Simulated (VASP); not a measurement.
# SiO2 (I-42d) in VASP: a series of runs

The runs below take SiO2 through single point, with PBEsol.

Everything below comes from runs of VASP 6.6.1. Logs are shortened: lines on timing, memory, paths and dates and some standing lists are left out, and cuts for length are marked.

### Step 1. The cell of the first run

The structure is tetragonal, space group I-42d (No. 122). The conventional cell has a = 4.853 Å, b = 4.853 Å, c = 7.162 Å, α = 90.00°, β = 90.00°, γ = 90.00°. Within 2.1 Å of Si (site symmetry -4) lie 4 O at 1.58 Å. Within 2.1 Å of O (site symmetry 2) lie 2 Si at 1.58 Å.

### Step 2. Single point, PBEsol (volume scaled by 0.94)

The input, INCAR:

```
PREC     = Accurate       # precision mode
ENCUT    = 520            # plane-wave cutoff, eV
EDIFF    = 1E-6           # SCF threshold, eV
ISMEAR   = -1             # smearing method
SIGMA    = 0.05           # smearing width, eV
LREAL    = F              # projectors in reciprocal space
LASPH    = T              # aspherical terms in the spheres
NELM     = 60             # most SCF steps
ALGO     = Normal         # electronic algorithm
ISIF     = 2              # what is computed and relaxed
LWAVE    = F              # write WAVECAR
LCHARG   = F              # write CHGCAR
GGA      = PS             # functional
NBANDS   = 25             # bands
```

The input, KPOINTS:

```
regular mesh
0
Gamma
  8 8 8
```

The input, POSCAR:

```
SiO2
1.0
   -2.4267193245      2.4267193245      3.5810447669
    2.4267193245     -2.4267193245      3.5810447669
    2.4267193245      2.4267193245     -3.5810447669
Si O
2 4
Direct
    0.7500000000      0.2500000000      0.5000000000
    0.0000000000      0.0000000000      0.0000000000
    0.8750000000      0.0282138700      0.6532138700
    0.7782138700      0.1250000000      0.1532138700
    0.9717861300      0.6250000000      0.8467861300
    0.3750000000      0.2217861300      0.3467861300
```

Potentials or basis: VASP PAW PBE potentials, release 64 (Si, O).

Command:

```console
$ cat potpaw_PBE.64/Si/POTCAR potpaw_PBE.64/O/POTCAR > POTCAR
$ mpirun -np 1 vasp_std > vasp.out
```

OUTCAR:

```text
PREC = Accurate
   ENCUT = 520
   EDIFF = 1E-6
   ISMEAR = -1
   LREAL = F
   LASPH = T
   NELM = 60
   ISIF = 2
   GGA = PS

 ion  position               nearest neighbor table
   1  0.750  0.250  0.500-   3 1.58   4 1.58   5 1.58   6 1.58   2 3.02   2 3.02   2 3.02   2 3.02

   2  0.000  0.000  0.000-   3 1.58   4 1.58   5 1.58   6 1.58   1 3.02   1 3.02   1 3.02   1 3.02

   3  0.875  0.028  0.653-   1 1.58   2 1.58
   4  0.778  0.125  0.153-   1 1.58   2 1.58
   5  0.972  0.625  0.847-   1 1.58   2 1.58
   6  0.375  0.222  0.347-   1 1.58   2 1.58

  LATTYP: Found a body centered tetragonal cell.
 ALAT       =     4.8534386490
 C/A-ratio  =     1.4756732395

  Lattice vectors:

 A1 = (  -2.4267193245,   2.4267193245,   3.5810447669)
 A2 = (   2.4267193245,  -2.4267193245,   3.5810447669)
 A3 = (   2.4267193245,   2.4267193245,  -3.5810447669)

Analysis of symmetry for initial positions (statically):
=====================================================================
 Subroutine PRICEL returns:
 Original cell was already a primitive cell.

 Routine SETGRP: Setting up the symmetry group for a
 body centered tetragonal supercell.

 Subroutine GETGRP returns: Found  8 space group operations
 (whereof  4 operations were pure point group operations)
 out of a pool of 16 trial point group operations.

The static configuration has the point symmetry S_4 .
 The point group associated with its full space group is D_2d.

Analysis of symmetry for dynamics (positions and initial velocities):
=====================================================================
 Subroutine PRICEL returns:
 Original cell was already a primitive cell.

 Routine SETGRP: Setting up the symmetry group for a
 body centered tetragonal supercell.

 Subroutine GETGRP returns: Found  8 space group operations
 (whereof  4 operations were pure point group operations)
 out of a pool of 16 trial point group operations.

The dynamic configuration has the point symmetry S_4 .
 The point group associated with its full space group is D_2d.

 Subroutine INISYM returns: Found  8 space group operations
 (whereof  4 operations are pure point group operations),
 and found     1 'primitive' translations

----------------------------------------------------------------------------------------

                                     Primitive cell

  volume of cell :      84.3546

  direct lattice vectors                    reciprocal lattice vectors
    -2.426719325  2.426719325  3.581044767     0.000000000  0.206039485  0.139624057
     2.426719325 -2.426719325  3.581044767     0.206039485  0.000000000  0.139624057
     2.426719325  2.426719325 -3.581044767     0.206039485  0.206039485  0.000000000

  length of vectors
     4.960021672  4.960021672  4.960021672     0.248891838  0.248891838  0.291383834

  position of ions in fractional coordinates (direct lattice)
     0.750000000  0.250000000  0.500000000
     0.000000000  0.000000000  0.000000000
     0.875000000  0.028213870  0.653213870
     0.778213870  0.125000000  0.153213870
     0.971786130  0.625000000  0.846786130
     0.375000000  0.221786130  0.346786130

  ion indices of the primitive-cell ions
   primitive index   ion index
                 1           1
                 2           2
                 3           3
                 4           4
                 5           5
                 6           6

----------------------------------------------------------------------------------------

 KPOINTS: regular mesh

Automatic generation of k-mesh.
 Grid dimensions read from file:
 generate k-points for:    8    8    8

 Generating k-lattice:

  Cartesian coordinates                     Fractional coordinates (reciprocal lattice)
     0.000000000  0.025754936  0.017453007     0.125000000  0.000000000  0.000000000
     0.025754936  0.000000000  0.017453007     0.000000000  0.125000000  0.000000000
     0.025754936  0.025754936  0.000000000     0.000000000  0.000000000  0.125000000

  Length of vectors
     0.031111480  0.031111480  0.036422979

  Shift w.r.t. Gamma in fractional coordinates (k-lattice)
     0.000000000  0.000000000  0.000000000

 Subroutine IBZKPT returns following result:
 ===========================================

 Found     59 irreducible k-points:

 Following reciprocal coordinates:
            Coordinates               Weight
  0.000000  0.000000  0.000000      1.000000
  0.125000  0.000000 -0.000000      8.000000
  0.250000  0.000000 -0.000000      8.000000
  0.375000  0.000000 -0.000000      8.000000
  0.500000  0.000000 -0.000000      4.000000
  0.125000  0.125000 -0.000000      8.000000
[... 16 lines left out ...]
  0.250000  0.125000  0.125000     16.000000
  0.375000  0.125000  0.125000      8.000000
 [... further k-points ...]
   k-points           NKPTS =     59   k-points in BZ     NKDIM =     59   number of bands    NBANDS=     25
   number of dos      NEDOS =    301   number of ions     NIONS =      6
   total plane-waves  NPLWV =  64000
   dimension x,y,z NGX =    40 NGY =   40 NGZ =   40
   dimension x,y,z NGXF=    80 NGYF=   80 NGZF=   80
   ions per type =               2   4
   NGX,Y,Z   is equivalent  to a cutoff of  13.41, 13.41, 13.41 a.u.
   NGXF,Y,Z  is equivalent  to a cutoff of  26.81, 26.81, 26.81 a.u.
 SYSTEM =  unknown system
   PREC   = accura    normal or accurate (medium, high low for compatibility)
   ISTART =      0    job   : 0-new  1-cont  2-samecut
   ICHARG =      2    charge: 1-file 2-atom 10-const
   ISPIN  =      1    spin polarized calculation?
   LNONCOLLINEAR =      F non collinear calculations
   LSORBIT =      F    spin-orbit coupling
   LASPH  =      T    aspherical Exc in radial PAW
   ENCUT  =  520.0 eV  38.22 Ry    6.18 a.u.   9.22  9.22  9.22*2*pi/ulx,y,z
   NELM   =     60;   NELMIN=  2; NELMDL= -5     # of ELM steps
   EDIFF  = 0.1E-05   stopping-criterion for ELM
   LREAL  =      F    real-space projection
   EDIFFG = 0.1E-04   stopping-criterion for IOM
   NSW    =      0    number of steps for IOM
   IBRION =     -1    ionic relax: 0-MD 1-quasi-New 2-CG
   NFREE  =      0    steps in history (QN), initial steepest desc. (CG)
   ISIF   =      2    stress and relaxation
   ISYM   =      2    0-nonsym 1-usesym 2-fastsym
   POTIM  = 0.5000    time-step for ionic-motion
   TEBEG  =    0.0;   TEEND  =   0.0 temperature during run
   PSTRESS=    0.0 pullay stress
   NELECT =      32.0000    total number of electrons
   NUPDOWN=      -1.0000    fix difference up-down
   EMIN   =  10.00;   EMAX   =-10.00  energy-range for DOS
   EFERMI =   0.00;   METHOD = LEGACY
   ISMEAR =    -1;   SIGMA  =   0.05  broadening in eV -4-tet -1-fermi 0-gaus
   EFERMI_NEDOS =   21; number of points for ismear=-14 and -15
   IALGO  =     38    algorithm
   IMIX   =      4    mixing-type and parameters
     AMIX     =   0.40;   BMIX     =  1.00
     AMIX_MAG =   1.60;   BMIX_MAG =  1.00
  volume/ion in A,a.u.               =      14.06        94.88
  Fermi-wavevector in a.u.,A,eV,Ry     =   1.185101  2.239515 19.108884  1.404463
  Thomas-Fermi vector in A             =   2.321301
   LORBIT       =      0    0 simple, 1 ext, 2 COOP (PROOUT), +10 PAW based schemes
   GGA     = PS    functional components
   LHFCALC =     F    Hartree Fock is set to
   AEXX    =    0.0000 exact exchange contribution
   IVDW    =     0    specifies the selected vdW correction
   LEPSILON=     F    determine dielectric tensor
   LRPA    =     F    only Hartree local field effects (RPA)
 non-spin polarized calculation
  energy-cutoff  :      520.00
  volume of cell :       84.35
 maximum number of plane-waves:      2292
 NGX is ok and might be reduce to    40
   NGX = 19   NGY = 19   NGZ = 19

 number of electron      32.0000007 magnetization

 Free energy of the ion-electron system (eV)
  ---------------------------------------------------
  ext. energy  EPLUGINS =         0.00000000
  ---------------------------------------------------
  free energy    TOTEN  =       -49.05906951 eV

  energy without entropy =      -49.05906951  energy(sigma->0) =      -49.05906951

 E-fermi :   0.9821     XC(G=0):  -8.5535

 val. band max:       -0.0914553509   @ k =   0.0000   0.0000   0.0000
 cond. band min:       6.1057594948   @ k =   0.0000   0.0000   0.0000
 fundamental gap:      6.1972148458
 Fermi energy:         0.9820511111

 k-point     1 :       0.0000    0.0000    0.0000
  band No.  band energies     occupation
      1     -19.5793      2.00000
      2     -17.2901      2.00000
      3     -17.2901      2.00000
      4     -17.2257      2.00000
      5      -9.5083      2.00000
      6      -5.8228      2.00000
[... 17 lines left out ...]
     24      13.1650      0.00000
     25      13.9620      0.00000

 k-point     2 :       0.1250    0.0000   -0.0000
  band No.  band energies     occupation
      1     -19.5279      2.00000
      2     -17.3684      2.00000
      3     -17.2937      2.00000
      4     -17.2436      2.00000
      5      -9.3773      2.00000
      6      -5.8478      2.00000
[... 17 lines left out ...]
     24      13.1510      0.00000
     25      13.9553      0.00000

 k-point     3 :       0.2500    0.0000   -0.0000
  band No.  band energies     occupation
      1     -19.3854      2.00000
      2     -17.6027      2.00000
      3     -17.3016      2.00000
      4     -17.2573      2.00000
      5      -9.0396      2.00000
      6      -5.9599      2.00000
[... 552 lines left out ...]
 k-point    23 :       0.2500    0.1250    0.1250
  band No.  band energies     occupation
      1     -19.0657      2.00000
      2     -18.0480      2.00000
      3     -17.3187      2.00000
      4     -17.2787      2.00000
      5      -8.3718      2.00000
      6      -6.5267      2.00000
[... 17 lines left out ...]
     24      13.3214      0.00000
     25      13.8049      0.00000

 k-point    24 :       0.3750    0.1250    0.1250
  band No.  band energies     occupation
      1     -18.9533      2.00000
      2     -18.1869      2.00000
      3     -17.3207      2.00000
      4     -17.2847      2.00000
      5      -8.1710      2.00000
      6      -6.6672      2.00000
[... 17 lines left out ...]
     24      13.7392      0.00000
     25      14.0145      0.00000

 [... further k-points ...]

------------------------ aborting loop because EDIFF is reached ----------------------------------------

  FORCE on cell =-STRESS in cart. coord.  units (eV):
  Direction    XX          YY          ZZ          XY          YZ          ZX
  --------------------------------------------------------------------------------------
  -------------------------------------------------------------------------------------
  Total        7.7397459      7.7397459      7.6100644      0.0000000      0.0000000      0.0000000
  in kB      147.0037621    147.0037621    144.5406737      0.0000000      0.0000000      0.0000000
  external PRESSURE =     146.1827326 kB  Pullay stress =       0.0000000 kB

 VOLUME and BASIS-vectors are now :
 -----------------------------------------------------------------------------
  energy-cutoff  :      520.00
  volume of cell :       84.35
      direct lattice vectors                 reciprocal lattice vectors
    -2.426719325  2.426719325  3.581044767     0.000000000  0.206039485  0.139624057
     2.426719325 -2.426719325  3.581044767     0.206039485  0.000000000  0.139624057
     2.426719325  2.426719325 -3.581044767     0.206039485  0.206039485  0.000000000

 POSITION                                       TOTAL-FORCE (eV/Angst)
 -----------------------------------------------------------------------------------
      0.00000      2.42672      1.79052        -0.000000      0.000000      0.000000
      0.00000      0.00000      0.00000         0.000000      0.000000     -0.000000
     -0.46975      3.64008      0.89526        -0.928939      0.000000     -0.000000
     -1.21336      1.95697      2.68578         0.000000     -0.928939     -0.000000
      1.21336      2.89646      2.68578         0.000000      0.928939      0.000000
      0.46975      1.21336      0.89526         0.928939      0.000000      0.000000
 -----------------------------------------------------------------------------------
    total drift:                               -0.000001     -0.000001     -0.000003

  FREE ENERGIE OF THE ION-ELECTRON SYSTEM (eV)
  ---------------------------------------------------
  free  energy   TOTEN  =       -49.0590695138 eV

  energy  without entropy=      -49.0590695138  energy(sigma->0) =      -49.05906951
```

It took 1.7 min on 1 thread of Intel Xeon Platinum 8559C (Emerald Rapids), shared host; peak memory 0.26 GiB.

What came out:

```
Free energy            : -49.0591 eV
Pressure               : 14.6 GPa
Largest force          : 0.929 eV/Å
Band gap on the k mesh : 6.20 eV, direct
```

Forces in eV/Å, atoms in the order of the input:
```
Si   0.000  0.000  0.000
Si   0.000  0.000  0.000
O   -0.929  0.000  0.000
O    0.000 -0.929  0.000
O    0.000  0.929  0.000
O    0.929  0.000  0.000
```

Stress tensor (GPa, compression positive):
```
14.70  0.00  0.00
 0.00 14.70  0.00
 0.00  0.00 14.45
```

Caveat: the PAW data sets were made with another functional, which shifts forces and pressure a little. A k mesh can miss the band edges.

[end of part 1 of 2]
